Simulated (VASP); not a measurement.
# Ti (R-3m) in VASP: a series of runs

Ti is run at these levels: PBE; tasks: single point.

All numbers are computed with VASP 6.6.1; they aren't measurements. Logs are shortened: lines on timing, memory, paths and dates and some standing lists are left out, and cuts for length are marked.

**1. The cell of the first run**

It takes space group R-3m (No. 166, trigonal). The conventional cell has a = 5.427 Å, b = 5.427 Å, c = 28.862 Å, α = 90.00°, β = 90.00°, γ = 120.00°. Within 3.6 Å of Ti (site symmetry m) lie 7 Ti at 2.70 to 2.76 Å. Within 3.5 Å of Ti (site symmetry m) lie 8 Ti at 2.69 to 2.87 Å.

**2. Single point, PBE**

File INCAR:

```
  ALGO = Normal
  EDIFF = 1E-6
  ENCUT = 520
  GGA = PE
  ISIF = 2
  ISMEAR = 0
  LASPH = True
  LCHARG = True
  LELF = True
  LREAL = False
  LVHAR = True
  LWAVE = False
  NBANDS = 84
  NELM = 100
  PREC = Accurate
  SIGMA = 0.1
```

File KPOINTS:

```
k-points
0
Gamma
  6 6 6
```

File POSCAR:

```
Ti
1.0
    2.7137388930      1.5667778804      9.6205056129
   -2.7137388930      1.5667778804      9.6205056129
    0.0000000000     -3.1335557607      9.6205056129
Ti
12
Direct
    0.0473587984      0.5456015294      0.0473587984
    0.0473587984      0.0473587984      0.5456015294
    0.5456015294      0.0473587984      0.0473587984
    0.9526412016      0.4543984706      0.9526412016
    0.4543984706      0.9526412016      0.9526412016
    0.9526412016      0.9526412016      0.4543984706
    0.2097496916      0.7050037074      0.2097496916
    0.2097496916      0.2097496916      0.7050037074
    0.7050037074      0.2097496916      0.2097496916
    0.7902503084      0.2949962926      0.7902503084
    0.2949962926      0.7902503084      0.7902503084
    0.7902503084      0.7902503084      0.2949962926
```

Potentials or basis: VASP PAW PBE potentials, release 64 (Ti_sv).

Command:

```sh
> cat potpaw_PBE.64/Ti_sv/POTCAR > POTCAR
> mpirun -np 1 vasp_std > vasp.out
```

OUTCAR:

```text
EDIFF = 1E-6
   ENCUT = 520
   GGA = PE
   ISIF = 2
   ISMEAR = 0
   LASPH = True
   LREAL = False
   NELM = 100
   PREC = Accurate

 ion  position               nearest neighbor table
   1  0.047  0.546  0.047-   4 2.70   2 2.70   3 2.70   2 2.72   3 2.72  11 2.76  12 2.76
   2  0.047  0.047  0.546-   6 2.70   3 2.70   1 2.70   1 2.72   3 2.72  10 2.76  11 2.76
   3  0.546  0.047  0.047-   5 2.70   2 2.70   1 2.70   2 2.72   1 2.72  10 2.76  12 2.76
   4  0.953  0.454  0.953-   1 2.70   6 2.70   5 2.70   6 2.72   5 2.72   9 2.76   8 2.76
   5  0.454  0.953  0.953-   3 2.70   6 2.70   4 2.70   6 2.72   4 2.72   7 2.76   8 2.76
   6  0.953  0.953  0.454-   2 2.70   4 2.70   5 2.70   4 2.72   5 2.72   7 2.76   9 2.76
   7  0.210  0.705  0.210-   8 2.69   9 2.69   8 2.74   9 2.74   5 2.76   6 2.76  11 2.87  12 2.87
[... 7 lines left out ...]
  11  0.295  0.790  0.790-  12 2.69  10 2.69  12 2.74  10 2.74   1 2.76   2 2.76   7 2.87   8 2.87

  12  0.790  0.790  0.295-  10 2.69  11 2.69  11 2.74  10 2.74   1 2.76   3 2.76   7 2.87   9 2.87

  LATTYP: Found a trigonal (rhomboedric) cell.
 ALAT       =    10.1179691615
 COS(alpha) =     0.8561269631

  Lattice vectors:

 A1 = (   2.7137388930,   1.5667778804,   9.6205056129)
 A2 = (  -2.7137388930,   1.5667778804,   9.6205056129)
 A3 = (   0.0000000000,  -3.1335557607,   9.6205056129)

Analysis of symmetry for initial positions (statically):
=====================================================================
 Subroutine PRICEL returns:
 Original cell was already a primitive cell.

 Routine SETGRP: Setting up the symmetry group for a
 trigonal (rhombohedral) supercell.

 Subroutine GETGRP returns: Found 12 space group operations
 (whereof 12 operations were pure point group operations)
 out of a pool of 12 trial point group operations.

The static configuration has the point symmetry D_3d.

Analysis of symmetry for dynamics (positions and initial velocities):
=====================================================================
 Subroutine PRICEL returns:
 Original cell was already a primitive cell.

 Routine SETGRP: Setting up the symmetry group for a
 trigonal (rhombohedral) supercell.

 Subroutine GETGRP returns: Found 12 space group operations
 (whereof 12 operations were pure point group operations)
 out of a pool of 12 trial point group operations.

The dynamic configuration has the point symmetry D_3d.

 Subroutine INISYM returns: Found 12 space group operations
 (whereof 12 operations are pure point group operations),
[... 123 lines left out ...]
   ISYM   =      2    0-nonsym 1-usesym 2-fastsym
   POTIM  = 0.5000    time-step for ionic-motion
   TEBEG  =    0.0;   TEEND  =   0.0 temperature during run
   PSTRESS=    0.0 pullay stress
   NELECT =     144.0000    total number of electrons
   NUPDOWN=      -1.0000    fix difference up-down
   EMIN   =  10.00;   EMAX   =-10.00  energy-range for DOS
   EFERMI =   0.00;   METHOD = LEGACY
   ISMEAR =     0;   SIGMA  =   0.10  broadening in eV -4-tet -1-fermi 0-gaus
   EFERMI_NEDOS =   21; number of points for ismear=-14 and -15
   IALGO  =     38    algorithm
   IMIX   =      4    mixing-type and parameters
     AMIX     =   0.40;   BMIX     =  1.00
     AMIX_MAG =   1.60;   BMIX_MAG =  1.00
  volume/ion in A,a.u.               =      20.45       138.02
  Fermi-wavevector in a.u.,A,eV,Ry     =   1.370527  2.589920 25.556408  1.878343
  Thomas-Fermi vector in A             =   2.496305
   LORBIT       =      0    0 simple, 1 ext, 2 COOP (PROOUT), +10 PAW based schemes
   GGA     = PE    functional components
   LHFCALC =     F    Hartree Fock is set to
   AEXX    =    0.0000 exact exchange contribution
   IVDW    =     0    specifies the selected vdW correction
   LEPSILON=     F    determine dielectric tensor
   LRPA    =     F    only Hartree local field effects (RPA)
 non-spin polarized calculation
 Gauss-broadening in eV      SIGMA  =   0.10
  energy-cutoff  :      520.00
  volume of cell :      245.43
 maximum number of plane-waves:      6624
 NGX is ok and might be reduce to    80
   NGX = 37   NGY = 37   NGZ = 37

 number of electron     144.0000002 magnetization

 Free energy of the ion-electron system (eV)
  ---------------------------------------------------
  ext. energy  EPLUGINS =         0.00000000
  ---------------------------------------------------
  free energy    TOTEN  =       -83.78154592 eV

  energy without entropy =      -83.68487045  energy(sigma->0) =      -83.73320819

 E-fermi :   6.2882     XC(G=0): -10.5329

 val. band max:        6.2844419834   @ k =  -0.1667   0.1667   0.0000
 cond. band min:       6.2945700210   @ k =   0.5000   0.3333   0.3333
 fundamental gap:      0.0101280376
 Fermi energy:         6.2881501904

 k-point     1 :       0.0000    0.0000    0.0000
  band No.  band energies     occupation
      1     -50.2881      2.00000
      2     -50.2403      2.00000
      3     -50.2048      2.00000
      4     -50.1566      2.00000
      5     -50.1357      2.00000
      6     -50.1357      2.00000
[... 2077 lines left out ...]
     83       7.2615      0.00000
     84       7.3633      0.00000

 [... further k-points ...]
[... 5 lines left out ...]
  --------------------------------------------------------------------------------------
  -------------------------------------------------------------------------------------
  Total       -0.8074684     -0.8074684     -0.0166988      0.0000000     -0.0000000      0.0000000
  in kB       -5.2712242     -5.2712242     -0.1090112      0.0000000     -0.0000000      0.0000000
  external PRESSURE =      -3.5504865 kB  Pullay stress =       0.0000000 kB

 VOLUME and BASIS-vectors are now :
 -----------------------------------------------------------------------------
  energy-cutoff  :      520.00
  volume of cell :      245.43
      direct lattice vectors                 reciprocal lattice vectors
     2.713738893  1.566777880  9.620505613     0.184247645  0.106375427  0.034648214
    -2.713738893  1.566777880  9.620505613    -0.184247645  0.106375427  0.034648214
     0.000000000 -3.133555761  9.620505613     0.000000000 -0.212750855  0.034648214

 POSITION                                       TOTAL-FORCE (eV/Angst)
 -----------------------------------------------------------------------------------
     -1.35210      0.78064      6.16019        -0.011844      0.006838      0.005421
      0.00000     -1.56127      6.16019         0.000000     -0.013676      0.005421
      1.35210      0.78064      6.16019         0.011844      0.006838      0.005421
      1.35210     -0.78064     22.70132         0.011844     -0.006838     -0.005421
     -1.35210     -0.78064     22.70132        -0.011844     -0.006838     -0.005421
      0.00000      1.56127     22.70132         0.000000      0.013676     -0.005421
     -1.34399      0.77595     10.81829        -0.012143      0.007011     -0.006515
      0.00000     -1.55191     10.81829         0.000000     -0.014021     -0.006515
      1.34399      0.77595     10.81829         0.012143      0.007011     -0.006515
      1.34399     -0.77595     18.04323         0.012143     -0.007011      0.006515
     -1.34399     -0.77595     18.04323        -0.012143     -0.007011      0.006515
      0.00000      1.55191     18.04323         0.000000      0.014021      0.006515
 -----------------------------------------------------------------------------------
    total drift:                                0.000000     -0.000000      0.000000

  FREE ENERGIE OF THE ION-ELECTRON SYSTEM (eV)
  ---------------------------------------------------
  free  energy   TOTEN  =       -83.7815459235 eV

  energy  without entropy=      -83.6848704532  energy(sigma->0) =      -83.73320819
```

OSZICAR:

```text
N       E                     dE             d eps       ncg     rms          rms(c)
DAV:   1     0.213379398861E+04    0.21338E+04   -0.73449E+04  5392   0.209E+03
DAV:   2     0.213805064417E+03   -0.19200E+04   -0.18923E+04  5376   0.668E+02
DAV:   3    -0.364675163479E+02   -0.25027E+03   -0.24093E+03  8444   0.209E+02
DAV:   4    -0.861222910075E+02   -0.49655E+02   -0.47280E+02  7952   0.726E+01
DAV:   5    -0.922900388020E+02   -0.61677E+01   -0.60181E+01  8536   0.219E+01    0.256E+01
DAV:   6    -0.844141859404E+02    0.78759E+01   -0.40892E+01  7272   0.388E+01    0.110E+01
DAV:   7    -0.916824733170E+02   -0.72683E+01   -0.46154E+01  7920   0.311E+01    0.232E+01
DAV:   8    -0.832826833879E+02    0.83998E+01   -0.29883E+01  7568   0.155E+01    0.460E+00
DAV:   9    -0.836911760504E+02   -0.40849E+00   -0.40464E+00  7568   0.664E+00    0.302E+00
DAV:  10    -0.837981212237E+02   -0.10695E+00   -0.49193E-01  8656   0.339E+00    0.118E+00
DAV:  11    -0.837804658350E+02    0.17655E-01   -0.90631E-02  8152   0.216E+00    0.689E-01
DAV:  12    -0.837814287352E+02   -0.96290E-03   -0.19319E-02  7672   0.750E-01    0.303E-01
DAV:  13    -0.837814722066E+02   -0.43471E-04   -0.27483E-03  7656   0.341E-01    0.219E-01
DAV:  14    -0.837815669370E+02   -0.94730E-04   -0.12009E-03  6304   0.211E-01    0.553E-02
DAV:  15    -0.837815402891E+02    0.26648E-04   -0.20983E-04  7504   0.992E-02    0.391E-02
DAV:  16    -0.837815456187E+02   -0.53296E-05   -0.44563E-05  7016   0.393E-02    0.668E-03
DAV:  17    -0.837815459235E+02   -0.30489E-06   -0.66818E-06  6256   0.211E-02
   1 F= -.83781546E+02 E0= -.83733208E+02  d E =-.966755E-01
```

Run time: 1.5 h. Hardware: 1 thread of AMD EPYC 7R43 (Zen 3), shared host; peak memory 1.1 GiB.

Results:

- Free energy: -83.7815 eV
- Pressure: -0.4 GPa
- Largest force: 0.015 eV/Å
- Band gap on the k mesh: zero (band 72 reaches 6.33 eV, above the bottom of band 73 at 6.16 eV)

Forces in eV/Å, atoms in the order of the input:
```
Ti  -0.012  0.007  0.005
Ti   0.000 -0.014  0.005
Ti   0.012  0.007  0.005
Ti   0.012 -0.007 -0.005
Ti  -0.012 -0.007 -0.005
Ti   0.000  0.014 -0.005
Ti  -0.012  0.007 -0.007
Ti   0.000 -0.014 -0.007
Ti   0.012  0.007 -0.007
Ti   0.012 -0.007  0.007
Ti  -0.012 -0.007  0.007
Ti   0.000  0.014  0.007
```

Levels at points of the mesh, in eV from the Fermi level:
| k point | band 68 | band 69 | band 70 | band 71 | band 72 | band 73 | band 74 | band 75 | band 76 | band 77 |
| --- | --- | --- | --- | --- | --- | --- | --- | --- | --- | --- |
| (0.00, 0.00, 0.00) | -0.46 | -0.46 | -0.27 | -0.27 | -0.16 | -0.13 | 0.12 | 0.12 | 0.14 | 0.14 |
| (0.50, 0.00, 0.00) | -0.19 | -0.19 | -0.17 | -0.02 | -0.01 | -0.01 | 0.27 | 0.31 | 0.38 | 0.38 |
| (0.50, 0.50, 0.00) | -0.33 | -0.27 | -0.16 | -0.08 | 0.04 | 0.20 | 0.22 | 0.23 | 0.35 | 0.42 |
| (0.50, 0.50, 0.50) | -0.74 | -0.50 | -0.50 | -0.49 | -0.19 | 0.01 | 0.01 | 0.58 | 0.77 | 0.77 |

**3. Single point, PBE**

This run uses another cell than the first one, of 18.11 Å³/atom, 0.886 times its volume.

File INCAR:

```
SYSTEM = Ti
PREC = Accurate
ENCUT = 520
EDIFF = 1E-7
ISMEAR = 0
SIGMA = 0.1
LREAL = .False.
LASPH = .True.
NELM = 100
ALGO = Normal
ISIF = 2
LWAVE = .False.
LCHARG = .True.
GGA = PE
LELF = .True.
LVHAR = .True.
NBANDS = 84
```

File KPOINTS:

```
Automatic mesh
0
Gamma
  3 3 3
  0 0 0
```

File POSCAR:

```
Ti
1.0
    3.3260714170      1.9203082280      5.6722893853
   -3.3260714170      1.9203082280      5.6722893853
    0.0000000000     -3.8406164558      5.6722893853
Ti
12
Direct
    0.0101900000      0.6536100000      0.0101900000
    0.0101900000      0.0101900000      0.6536100000
    0.6536100000      0.0101900000      0.0101900000
    0.9898100000      0.3463900000      0.9898100000
    0.3463900000      0.9898100000      0.9898100000
    0.9898100000      0.9898100000      0.3463900000
    0.2211800000      0.6306000000      0.2211800000
    0.2211800000      0.2211800000      0.6306000000
    0.6306000000      0.2211800000      0.2211800000
    0.7788200000      0.3694000000      0.7788200000
    0.3694000000      0.7788200000      0.7788200000
    0.7788200000      0.7788200000      0.3694000000
```

Potentials or basis: VASP PAW PBE potentials, release 64 (Ti_sv).

Command:

```sh
> cat potpaw_PBE.64/Ti_sv/POTCAR > POTCAR
> mpirun -np 1 vasp_std > vasp.out
```

OUTCAR:

```text
SYSTEM = Ti
   PREC = Accurate
   ENCUT = 520
   EDIFF = 1E-7
   ISMEAR = 0
   LREAL = .False.
   LASPH = .True.
   NELM = 100
   ISIF = 2
   GGA = PE

 ion  position               nearest neighbor table
   1  0.010  0.654  0.010-   4 2.26   2 2.37   3 2.37   7 2.43  12 2.44  11 2.44
   2  0.010  0.010  0.654-   6 2.26   3 2.37   1 2.37   8 2.43  10 2.44  11 2.44
   3  0.654  0.010  0.010-   5 2.26   2 2.37   1 2.37   9 2.43  12 2.44  10 2.44
   4  0.990  0.346  0.990-   1 2.26   6 2.37   5 2.37  10 2.43   8 2.44   9 2.44
   5  0.346  0.990  0.990-   3 2.26   6 2.37   4 2.37  11 2.43   8 2.44   7 2.44
   6  0.990  0.990  0.346-   2 2.26   4 2.37   5 2.37  12 2.43   9 2.44   7 2.44
   7  0.221  0.631  0.221-  11 2.41  12 2.41   1 2.43   6 2.44   5 2.44   8 2.72   9 2.72
   8  0.221  0.221  0.631-  10 2.41  11 2.41   2 2.43   4 2.44   5 2.44   7 2.72   9 2.72
   9  0.631  0.221  0.221-  10 2.41  12 2.41   3 2.43   6 2.44   4 2.44   8 2.72   7 2.72
  10  0.779  0.369  0.779-   9 2.41   8 2.41   4 2.43   2 2.44   3 2.44  12 2.72  11 2.72
  11  0.369  0.779  0.779-   7 2.41   8 2.41   5 2.43   2 2.44   1 2.44  12 2.72  10 2.72
  12  0.779  0.779  0.369-   7 2.41   9 2.41   6 2.43   3 2.44   1 2.44  10 2.72  11 2.72

  LATTYP: Found a trigonal (rhomboedric) cell.
[... 715 lines left out ...]

  FORCE on cell =-STRESS in cart. coord.  units (eV):
  Direction    XX          YY          ZZ          XY          YZ          ZX
  --------------------------------------------------------------------------------------
  -------------------------------------------------------------------------------------
  Total       31.4446921     31.4446921     41.6503525      0.0000000      0.0000000     -0.0000000
  in kB      231.7638981    231.7638981    306.9849760      0.0000000      0.0000000     -0.0000000
  external PRESSURE =     256.8375907 kB  Pullay stress =       0.0000000 kB

 VOLUME and BASIS-vectors are now :
 -----------------------------------------------------------------------------
  energy-cutoff  :      520.00
  volume of cell :      217.38
      direct lattice vectors                 reciprocal lattice vectors
     3.326071417  1.920308228  5.672289385     0.150327500  0.086791622  0.058765220
    -3.326071417  1.920308228  5.672289385    -0.150327500  0.086791622  0.058765220
     0.000000000 -3.840616456  5.672289385     0.000000000 -0.173583245  0.058765220

 POSITION                                       TOTAL-FORCE (eV/Angst)
 -----------------------------------------------------------------------------------
     -2.14006      1.23556      3.82307         2.178157     -1.257560     -0.831364
      0.00000     -2.47113      3.82307         0.000000      2.515120     -0.831364
      2.14006      1.23556      3.82307        -2.178157     -1.257560     -0.831364
      2.14006     -1.23556     13.19380        -2.178157      1.257560      0.831364
     -2.14006     -1.23556     13.19380         2.178157      1.257560      0.831364
      0.00000      2.47113     13.19380         0.000000     -2.515120      0.831364
     -1.36176      0.78621      6.08614         2.223425     -1.283695      1.029526
      0.00000     -1.57243      6.08614         0.000000      2.567390      1.029526
      1.36176      0.78621      6.08614        -2.223425     -1.283695      1.029526
      1.36176     -0.78621     10.93073        -2.223425      1.283695     -1.029526
     -1.36176     -0.78621     10.93073         2.223425      1.283695     -1.029526
      0.00000      1.57243     10.93073         0.000000     -2.567390     -1.029526
 -----------------------------------------------------------------------------------
    total drift:                               -0.000000      0.000000      0.000000

  FREE ENERGIE OF THE ION-ELECTRON SYSTEM (eV)
  ---------------------------------------------------
  free  energy   TOTEN  =       -71.6106441403 eV

  energy  without entropy=      -71.5115551134  energy(sigma->0) =      -71.56109963
```

OSZICAR:

```text
N       E                     dE             d eps       ncg     rms          rms(c)
DAV:   1     0.223498935895E+04    0.22350E+04   -0.73485E+04  1008   0.216E+03
DAV:   2     0.238802104188E+03   -0.19962E+04   -0.19639E+04  1008   0.690E+02
DAV:   3    -0.187822557158E+02   -0.25758E+03   -0.24653E+03  1488   0.220E+02
[... 12 lines left out ...]
DAV:  16    -0.716106458122E+02   -0.46004E-05   -0.35253E-05  1384   0.407E-02    0.217E-02
DAV:  17    -0.716106436482E+02    0.21641E-05   -0.10260E-05  1536   0.244E-02    0.457E-03
DAV:  18    -0.716106439949E+02   -0.34667E-06   -0.28228E-06  1488   0.843E-03    0.377E-03
DAV:  19    -0.716106441115E+02   -0.11669E-06   -0.44788E-07  1000   0.414E-03    0.101E-03
DAV:  20    -0.716106441403E+02   -0.28787E-07   -0.57709E-08   672   0.152E-03
   1 F= -.71610644E+02 E0= -.71561100E+02  d E =-.990890E-01
```

stdout:

```text
POSCAR found type information on POSCAR Ti
 POSCAR found :  1 types and      12 ions
 scaLAPACK will be used
 LDA part: xc-table for (Slater+PW92), standard interpolation
 POSCAR, INCAR and KPOINTS ok, starting setup
 FFT: planning ... GRIDC
 FFT: planning ... GRID_SOFT
 FFT: planning ... GRID
 WAVECAR not read
 entering main loop
```

Run time: 8.1 min. Hardware: 1 thread of AMD EPYC 7R43 (Zen 3), shared host; peak memory 0.39 GiB.

What came out:

| Property | Result |
| --- | --- |
| Free energy | -71.6106 eV |
| Pressure | 25.7 GPa |
| Largest force | 2.766 eV/Å |
| Band gap on the k mesh | zero (band 72 reaches 7.30 eV, above the bottom of band 73 at 7.08 eV) |

Forces on the atoms (eV/Å):
```
Ti   2.178 -1.258 -0.831
Ti   0.000  2.515 -0.831
Ti  -2.178 -1.258 -0.831
Ti  -2.178  1.258  0.831
Ti   2.178  1.258  0.831
Ti   0.000 -2.515  0.831
Ti   2.223 -1.284  1.030
Ti   0.000  2.567  1.030
Ti  -2.223 -1.284  1.030
Ti  -2.223  1.284 -1.030
Ti   2.223  1.284 -1.030
Ti   0.000 -2.567 -1.030
```

Stress tensor (GPa, compression positive):
```
23.18  0.00  0.00
 0.00 23.18  0.00
 0.00  0.00 30.70
```

Levels at points of the mesh, in eV from the Fermi level:
```csv
k point,band 68,band 69,band 70,band 71,band 72,band 73,band 74,band 75,band 76,band 77
"(0.00, 0.00, 0.00)",-0.09,-0.01,0.02,0.07,0.14,0.14,0.20,0.28,0.45,0.45
```

Caveat: the k points lie up to 0.38 Å⁻¹ apart; forces of over 1 eV/Å act on the atoms, so gaps and moduli don't describe the material at rest.
